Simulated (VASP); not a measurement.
# Al (Pm-3m) in VASP: notebook

Runs on Al. Level: PBEsol. Tasks: single point, relaxation of cell and atoms.

Everything below comes from runs of VASP 6.6.1. Logs are shortened: lines on timing, memory, paths and dates and some standing lists are left out, and cuts for length are marked.

### Step 1. The cell of the first run

Symmetry: Pm-3m, No. 221, cubic system. Conventional cell: a = 2.584 Å, b = 2.584 Å, c = 2.584 Å, α = 90.00°, β = 90.00°, γ = 90.00°. Within 3.4 Å of Al (site symmetry m-3m) lie 6 Al at 2.58 Å.

### Step 2. Single point, PBEsol

File INCAR:

```
ALGO = Normal
EDIFF = 1E-6
ENCUT = 500
GGA = PS
GGA_COMPAT = F
ISIF = 2
ISMEAR = 0
LASPH = T
LCHARG = F
LREAL = F
LWAVE = F
NBANDS = 8
NELM = 120
PREC = Accurate
SIGMA = 0.1
```

File KPOINTS:

```
k-points
0
Gamma
  8 8 8
```

File POSCAR:

```
Al
1.0
    2.5836678499      0.0000000000      0.0000000000
    0.0000000000      2.5836678499      0.0000000000
    0.0000000000      0.0000000000      2.5836678499
Al
1
Direct
    0.0000000000      0.0000000000      0.0000000000
```

Potentials or basis: VASP PAW PBE potentials, release 64 (Al).

Launch:

```bash
$ cat potpaw_PBE.64/Al/POTCAR > POTCAR
$ mpirun -np 1 vasp_std > vasp.out
```

OUTCAR:

```text
EDIFF = 1E-6
   ENCUT = 500
   GGA = PS
   ISIF = 2
   ISMEAR = 0
   LASPH = T
   LREAL = F
   NELM = 120
   PREC = Accurate

 ion  position               nearest neighbor table
   1  0.000  0.000  0.000-

  LATTYP: Found a simple cubic cell.
 ALAT       =     2.5836678499

  Lattice vectors:

 A1 = (   2.5836678499,   0.0000000000,   0.0000000000)
 A2 = (   0.0000000000,   2.5836678499,   0.0000000000)
 A3 = (   0.0000000000,   0.0000000000,   2.5836678499)

Analysis of symmetry for initial positions (statically):
=====================================================================
 Subroutine PRICEL returns:
 Original cell was already a primitive cell.

 Routine SETGRP: Setting up the symmetry group for a
 simple cubic supercell.

 Subroutine GETGRP returns: Found 48 space group operations
 (whereof 48 operations were pure point group operations)
 out of a pool of 48 trial point group operations.

The static configuration has the point symmetry O_h .

Analysis of symmetry for dynamics (positions and initial velocities):
=====================================================================
 Subroutine PRICEL returns:
 Original cell was already a primitive cell.

 Routine SETGRP: Setting up the symmetry group for a
 simple cubic supercell.

 Subroutine GETGRP returns: Found 48 space group operations
 (whereof 48 operations were pure point group operations)
 out of a pool of 48 trial point group operations.

The dynamic configuration has the point symmetry O_h .

 Subroutine INISYM returns: Found 48 space group operations
 (whereof 48 operations are pure point group operations),
 and found     1 'primitive' translations

----------------------------------------------------------------------------------------

                                     Primitive cell

  volume of cell :      17.2469

  direct lattice vectors                    reciprocal lattice vectors
     2.583667850  0.000000000  0.000000000     0.387046655  0.000000000  0.000000000
     0.000000000  2.583667850  0.000000000     0.000000000  0.387046655  0.000000000
     0.000000000  0.000000000  2.583667850     0.000000000  0.000000000  0.387046655

  length of vectors
     2.583667850  2.583667850  2.583667850     0.387046655  0.387046655  0.387046655

  position of ions in fractional coordinates (direct lattice)
     0.000000000  0.000000000  0.000000000

  ion indices of the primitive-cell ions
   primitive index   ion index
                 1           1

----------------------------------------------------------------------------------------

 KPOINTS: k-points

Automatic generation of k-mesh.
 Grid dimensions read from file:
 generate k-points for:    8    8    8

 Generating k-lattice:

  Cartesian coordinates                     Fractional coordinates (reciprocal lattice)
     0.048380832  0.000000000  0.000000000     0.125000000  0.000000000  0.000000000
     0.000000000  0.048380832  0.000000000     0.000000000  0.125000000  0.000000000
     0.000000000  0.000000000  0.048380832     0.000000000  0.000000000  0.125000000

  Length of vectors
     0.048380832  0.048380832  0.048380832

  Shift w.r.t. Gamma in fractional coordinates (k-lattice)
     0.000000000  0.000000000  0.000000000

 Subroutine IBZKPT returns following result:
 ===========================================

 Found     35 irreducible k-points:

 Following reciprocal coordinates:
            Coordinates               Weight
  0.000000  0.000000  0.000000      1.000000
  0.125000  0.000000  0.000000      6.000000
  0.250000  0.000000  0.000000      6.000000
  0.375000  0.000000  0.000000      6.000000
  0.500000  0.000000  0.000000      3.000000
  0.125000  0.125000  0.000000     12.000000
[... 16 lines left out ...]
  0.375000  0.375000  0.125000     24.000000
  0.500000  0.375000  0.125000     24.000000
 [... further k-points ...]
   k-points           NKPTS =     35   k-points in BZ     NKDIM =     35   number of bands    NBANDS=      8
   number of dos      NEDOS =    301   number of ions     NIONS =      1
   total plane-waves  NPLWV =   8000
   dimension x,y,z NGX =    20 NGY =   20 NGZ =   20
   dimension x,y,z NGXF=    40 NGYF=   40 NGZF=   40
   ions per type =               1
   NGX,Y,Z   is equivalent  to a cutoff of  12.87, 12.87, 12.87 a.u.
   NGXF,Y,Z  is equivalent  to a cutoff of  25.74, 25.74, 25.74 a.u.
 SYSTEM =  unknown system
   PREC   = accura    normal or accurate (medium, high low for compatibility)
   ISTART =      0    job   : 0-new  1-cont  2-samecut
   ICHARG =      2    charge: 1-file 2-atom 10-const
   ISPIN  =      1    spin polarized calculation?
   LNONCOLLINEAR =      F non collinear calculations
   LSORBIT =      F    spin-orbit coupling
   LASPH  =      T    aspherical Exc in radial PAW
   ENCUT  =  500.0 eV  36.75 Ry    6.06 a.u.   4.71  4.71  4.71*2*pi/ulx,y,z
   NELM   =    120;   NELMIN=  2; NELMDL= -5     # of ELM steps
   EDIFF  = 0.1E-05   stopping-criterion for ELM
   LREAL  =      F    real-space projection
   EDIFFG = 0.1E-04   stopping-criterion for IOM
   NSW    =      0    number of steps for IOM
   IBRION =     -1    ionic relax: 0-MD 1-quasi-New 2-CG
   NFREE  =      0    steps in history (QN), initial steepest desc. (CG)
   ISIF   =      2    stress and relaxation
   ISYM   =      2    0-nonsym 1-usesym 2-fastsym
   POTIM  = 0.5000    time-step for ionic-motion
   TEBEG  =    0.0;   TEEND  =   0.0 temperature during run
   PSTRESS=    0.0 pullay stress
   NELECT =       3.0000    total number of electrons
   NUPDOWN=      -1.0000    fix difference up-down
   EMIN   =  10.00;   EMAX   =-10.00  energy-range for DOS
   EFERMI =   0.00;   METHOD = LEGACY
   ISMEAR =     0;   SIGMA  =   0.10  broadening in eV -4-tet -1-fermi 0-gaus
   EFERMI_NEDOS =   21; number of points for ismear=-14 and -15
   IALGO  =     38    algorithm
   IMIX   =      4    mixing-type and parameters
     AMIX     =   0.40;   BMIX     =  1.00
     AMIX_MAG =   1.60;   BMIX_MAG =  1.00
  volume/ion in A,a.u.               =      17.25       116.39
  Fermi-wavevector in a.u.,A,eV,Ry     =   0.913858  1.726941 11.362713  0.835136
  Thomas-Fermi vector in A             =   2.038418
   LORBIT       =      0    0 simple, 1 ext, 2 COOP (PROOUT), +10 PAW based schemes
   GGA     = PS    functional components
   LHFCALC =     F    Hartree Fock is set to
   AEXX    =    0.0000 exact exchange contribution
   IVDW    =     0    specifies the selected vdW correction
   LEPSILON=     F    determine dielectric tensor
   LRPA    =     F    only Hartree local field effects (RPA)
 non-spin polarized calculation
 Gauss-broadening in eV      SIGMA  =   0.10
  energy-cutoff  :      500.00
  volume of cell :       17.25
 maximum number of plane-waves:       461
 NGX is ok and might be reduce to    20
   NGX =  9   NGY =  9   NGZ =  9

 number of electron       3.0000000 magnetization

 Free energy of the ion-electron system (eV)
  ---------------------------------------------------
  ext. energy  EPLUGINS =         0.00000000
  ---------------------------------------------------
  free energy    TOTEN  =        -3.64227669 eV

  energy without entropy =       -3.64166133  energy(sigma->0) =       -3.64196901

 E-fermi :   7.1465     XC(G=0): -10.0479

 val. band max:        7.0518457866   @ k =   0.3750   0.3750   0.0000
 cond. band min:       7.3510314002   @ k =   0.3750   0.2500   0.2500
 fundamental gap:      0.2991856135
 Fermi energy:         7.1464849094

 k-point     1 :       0.0000    0.0000    0.0000
  band No.  band energies     occupation
      1      -3.4450      2.00000
      2      15.4187      0.00000
      3      15.4187      0.00000
      4      17.3814      0.00000
      5      17.3814      0.00000
      6      17.3814      0.00000
      7      24.4061      0.00000
      8      33.2302      0.00000

 k-point     2 :       0.1250    0.0000    0.0000
  band No.  band energies     occupation
      1      -3.1013      2.00000
      2      12.2215      0.00000
      3      15.7068      0.00000
      4      17.6635      0.00000
      5      17.6635      0.00000
      6      19.9026      0.00000
      7      25.8166      0.00000
      8      31.0257      0.00000

 k-point     3 :       0.2500    0.0000    0.0000
  band No.  band energies     occupation
      1      -2.0770      2.00000
      2       8.3673      0.00000
      3      16.5248      0.00000
      4      18.5106      0.00000
      5      18.5106      0.00000
      6      22.0331      0.00000
      7      27.6166      0.00000
      8      27.6166      0.00000

 k-point     4 :       0.3750    0.0000    0.0000
  band No.  band energies     occupation
      1      -0.3950      2.00000
      2       4.9150      2.00000
      3      17.6473      0.00000
      4      19.9206      0.00000
      5      19.9206      0.00000
      6      23.8271      0.00000
      7      24.5329      0.00000
      8      24.5329      0.00000

 k-point     5 :       0.5000    0.0000    0.0000
  band No.  band energies     occupation
      1       1.6050      2.00000
      2       2.3169      2.00000
      3      18.3025      0.00000
      4      21.6070      0.00000
      5      21.6070      0.00000
      6      22.2769      0.00000
      7      22.2769      0.00000
      8      24.9029      0.00000

 k-point     6 :       0.1250    0.1250    0.0000
  band No.  band energies     occupation
      1      -2.7584      2.00000
      2      11.9473      0.00000
      3      13.3183      0.00000
      4      17.9450      0.00000
      5      18.5233      0.00000
      6      22.0580      0.00000
      7      26.6222      0.00000
      8      28.3196      0.00000

 k-point     7 :       0.2500    0.1250    0.0000
  band No.  band energies     occupation
      1      -1.7364      2.00000
      2       8.6397      0.00000
      3      13.6906      0.00000
      4      18.7898      0.00000
      5      19.3565      0.00000
      6      24.2808      0.00000
      7      24.8273      0.00000
      8      27.8156      0.00000

 k-point     8 :       0.3750    0.1250    0.0000
  band No.  band energies     occupation
      1      -0.0579      2.00000
      2       5.2291      2.00000
      3      15.0539      0.00000
      4      19.6193      0.00000
      5      20.1936      0.00000
      6      22.5600      0.00000
      7      24.7839      0.00000
      8      25.7524      0.00000

 k-point     9 :       0.5000    0.1250    0.0000
  band No.  band energies     occupation
      1       1.9459      2.00000
      2       2.6336      2.00000
      3      16.2130      0.00000
      4      18.5477      0.00000
      5      21.8511      0.00000
      6      22.5672      0.00000
      7      22.8885      0.00000
      8      25.4276      0.00000

 k-point    10 :       0.2500    0.2500    0.0000
  band No.  band energies     occupation
      1      -0.7211      2.00000
      2       8.8911      0.00000
      3      10.5753      0.00000
      4      18.9567      0.00000
      5      19.6257      0.00000
      6      22.3915      0.00000
      7      27.7915      0.00000
      8      28.3755      0.00000
[... 78 lines left out ...]
 k-point    18 :       0.3750    0.1250    0.1250
  band No.  band energies     occupation
      1       0.2783      2.00000
      2       5.5422      2.00000
      3      14.4778      0.00000
      4      17.2388      0.00000
      5      20.3490      0.00000
      6      21.9380      0.00000
      7      24.8724      0.00000
      8      28.0356      0.00000

 k-point    19 :       0.5000    0.1250    0.1250
  band No.  band energies     occupation
      1       2.2851      2.00000
      2       2.9500      2.00000
      3      15.5229      0.00000
      4      18.7781      0.00000
      5      18.9332      0.00000
      6      19.7571      0.00000
      7      25.5714      0.00000
      8      29.3695      0.00000

 k-point    20 :       0.2500    0.2500    0.1250
  band No.  band energies     occupation
      1      -0.3838      2.00000
      2       9.1938      0.00000
      3      10.7157      0.00000
      4      15.7899      0.00000
      5      20.3156      0.00000
      6      24.4580      0.00000
      7      25.5423      0.00000
      8      26.6394      0.00000

 k-point    21 :       0.3750    0.2500    0.1250
  band No.  band energies     occupation
      1       1.2795      2.00000
      2       6.4511      2.00000
      3      11.6107      0.00000
      4      16.2295      0.00000
      5      18.1053      0.00000
      6      22.1512      0.00000
      7      26.8983      0.00000
      8      27.2756      0.00000

 k-point    22 :       0.5000    0.2500    0.1250
  band No.  band energies     occupation
      1       3.2912      2.00000
      2       3.8913      2.00000
      3      13.0175      0.00000
      4      14.6761      0.00000
      5      19.5378      0.00000
      6      19.7564      0.00000
      7      27.9707      0.00000
      8      28.2033      0.00000

 k-point    23 :       0.3750    0.3750    0.1250
  band No.  band energies     occupation
      1       2.9201      2.00000
      2       7.3563      0.00300
      3       8.9814      0.00000
      4      13.3956      0.00000
      5      18.9803      0.00000
      6      22.6408      0.00000
      7      25.0188      0.00000
      8      28.5688      0.00000

 k-point    24 :       0.5000    0.3750    0.1250
  band No.  band energies     occupation
      1       4.9243      2.00000
      2       5.4006      2.00000
      3      10.0022      0.00000
      4      11.1953      0.00000
      5      20.6840      0.00000
      6      21.0888      0.00000
      7      25.3156      0.00000
      8      28.0969      0.00000

 [... further k-points ...]

------------------------ aborting loop because EDIFF is reached ----------------------------------------

  FORCE on cell =-STRESS in cart. coord.  units (eV):
  Direction    XX          YY          ZZ          XY          YZ          ZX
  --------------------------------------------------------------------------------------
  -------------------------------------------------------------------------------------
  Total        1.1061694      1.1061694      1.1061694      0.0000000     -0.0000000      0.0000000
  in kB      102.7595467    102.7595467    102.7595467      0.0000000     -0.0000000      0.0000000
  external PRESSURE =     102.7595467 kB  Pullay stress =       0.0000000 kB

 VOLUME and BASIS-vectors are now :
 -----------------------------------------------------------------------------
  energy-cutoff  :      500.00
  volume of cell :       17.25
      direct lattice vectors                 reciprocal lattice vectors
     2.583667850  0.000000000  0.000000000     0.387046655  0.000000000  0.000000000
     0.000000000  2.583667850  0.000000000     0.000000000  0.387046655  0.000000000
     0.000000000  0.000000000  2.583667850     0.000000000  0.000000000  0.387046655

 POSITION                                       TOTAL-FORCE (eV/Angst)
 -----------------------------------------------------------------------------------
      0.00000      0.00000      0.00000         0.000000      0.000000      0.000000
 -----------------------------------------------------------------------------------
    total drift:                               -0.000000      0.000000     -0.000000

  FREE ENERGIE OF THE ION-ELECTRON SYSTEM (eV)
  ---------------------------------------------------
  free  energy   TOTEN  =        -3.6422766900 eV

  energy  without entropy=       -3.6416613282  energy(sigma->0) =       -3.64196901
```

It took 6.2 s on 1 thread of AMD EPYC 7R43 (Zen 3), shared host; peak memory 0.08 GiB.

What came out:

| Quantity | Value |
| --- | --- |
| Free energy | -3.6423 eV |
| Pressure | 10.3 GPa |

Caveat: the PAW data sets were made with another functional, which shifts forces and pressure a little.

(Continued in part 2 of 2.)
